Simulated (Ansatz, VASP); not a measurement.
**Two plane-wave programs on CaF2**

File INCAR:

```
  PREC = Accurate
  ENCUT = 600
  EDIFF = 1E-6
  ISMEAR = 0
  SIGMA = 0.02
  LREAL = F
  LASPH = T
  NELM = 120
  ALGO = Normal
  ISIF = 2
  LWAVE = F
  LCHARG = F
  GGA = PS
  NBANDS = 19
  GGA_COMPAT = F
```

KPOINTS

```
regular mesh
0
Gamma
  8 8 8
```

File POSCAR:

```
CaF2
1.0
    0.0000000000      2.7102879286      2.7102879286
    2.7102879286      0.0000000000      2.7102879286
    2.7102879286      2.7102879286      0.0000000000
Ca F
1 2
Direct
    0.0000000000      0.0000000000      0.0000000000
    0.2500000000      0.2500000000      0.2500000000
    0.7500000000      0.7500000000      0.7500000000
```

Input for Ansatz:

```yaml
crystal:
  lattice:
    - [0.0, 2.7102879286, 2.7102879286]
    - [2.7102879286, 0.0, 2.7102879286]
    - [2.7102879286, 2.7102879286, 0.0]
  atoms:
    - { symbol: Ca, position: [0.0, 0.0, 0.0] }
    - { symbol: F, position: [0.25, 0.25, 0.25] }
    - { symbol: F, position: [0.75, 0.75, 0.75] }
basis:
  ecutwfc: 420
kpoints:
  mp_grid: { grid: [8, 8, 8] }
hamiltonian:
  xc: pbesol
scf:
  occupations: { method: gaussian, width: 0.02 }
output:
  eigenvalues: true
  states_by_energy: {}
checkpoint:
  read: start.run
  write: ck
  compress: false
  write_wavefunctions: false
  write_every: 100000
```

Alike in both runs: task single point; functional PBEsol; k mesh 8 × 8 × 8; occupations gaussian, width 0.02 eV; no spin polarisation.

```csv
,VASP,Ansatz
version,VASP 6.6.1,Ansatz 0.2.0
potentials or method,"VASP PAW PBE potentials, release 64 (Ca_sv, F), cutoff 600 eV","scalar-relativistic, plane waves, PAW"
valence electrons in the cell,24,24
```

Ansatz gave:

```
gap on the k mesh at the Fermi level (eV) : 7.25
least direct gap on the mesh (eV)         : 7.51
```

Task: Which values does VASP return?

Result: gap on the k mesh at the Fermi level (eV): 7.23; least direct gap on the mesh (eV): 7.49.

VASP's potentials were made for PBE, not for PBEsol. The functional is the same, so the differences come from potentials, cutoffs and numerics.
